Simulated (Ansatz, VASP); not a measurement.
**BeS: VASP beside Ansatz**

```
Be S
1.0
     0.00000    2.56527    2.32728
     2.56527    0.00000    2.32728
     2.56527    2.56527    0.00000
Be S
1 1
Direct
  0.00000 0.00000 0.00000
  0.25000 0.25000 0.25000
```

Change from the starting cell: epitaxial_xy strain +5.4%.

Alike in both runs: task single point; functional r2SCAN; k mesh 10 × 10 × 10; no spin polarisation.

|  | VASP | Ansatz |
| --- | --- | --- |
| version | VASP 6.6.1 | Ansatz 0.2.0 |
| potentials or method | VASP PAW PBE potentials, release 64 (Be, S) | plane waves, PAW |
| plane-wave cutoff (eV) | 520 | 500 |
| occupations | gaussian, width 0.01 eV | fixed |
| valence electrons in the cell | 8 | 8 |

Ansatz gave:

| Property | Result |
| --- | --- |
| gap on the k mesh at the Fermi level (eV) | 3.02 |
| pressure (GPa) | -5.3 |
| traceless stress, the component that is largest in VASP (GPa) | 5.30 |

Problem. Which values does VASP return?

Solution. gap on the k mesh at the Fermi level (eV): 3.03; pressure (GPa): -5.1; traceless stress, the component that is largest in VASP (GPa): 5.23.

VASP's potentials were made for PBE, not for r2SCAN.
